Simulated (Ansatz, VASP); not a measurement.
## Ge2Sb2Te5: VASP beside Ansatz

```xyz
9
Lattice="4.2025 0.0000 0.0000 -2.1012 3.6394 0.0000 0.0000 0.0000 17.1000" Properties=species:S:1:pos:R:3 pbc="T T T"
Ge    0.0000    0.0000    5.7814
Ge    0.0000    0.0000   11.3186
Sb    0.0000    2.4263    1.9962
Sb    2.1012    1.2131   15.1038
Te    0.0000    0.0000    0.0000
Te    0.0000    2.4263   13.3563
Te    2.1012    1.2131    3.7436
Te    0.0000    2.4263    7.1941
Te    2.1012    1.2131    9.9059
```

Alike in both runs: functional PBEsol; k mesh 12 × 12 × 2; occupations gaussian, width 0.01 eV; no spin polarisation.

Ansatz relaxed the structure, and its values are those at the end. VASP's run is a single point on that final structure, the one shown.

```csv
,VASP,Ansatz
version,VASP 6.6.1,Ansatz 0.2.0
potentials or method,"VASP PAW PBE potentials, release 64 (Ge_d, Sb, Te), cutoff 520 eV","scalar-relativistic, plane waves, PAW"
valence electrons in the cell,68,138
```

Ansatz gave:

| Item | Value |
| --- | --- |
| gap on the k mesh at the Fermi level (eV) | none |
| pressure (GPa) | 0.0 |
| rms of the force components (eV/Å) | 0.002 |

Task: What did VASP give for the same quantities?

Result: gap on the k mesh at the Fermi level (eV): none; pressure (GPa): 0.1; rms of the force components (eV/Å): 0.012.

VASP's potentials were made for PBE, not for PBEsol. A gap of «none» marks a metal or a gap that the smearing closes. VASP's potentials hold 68 valence electrons a cell and Ansatz's 138, so a difference there can come from the potentials and not from the codes.

Neither program's run includes spin-orbit coupling.
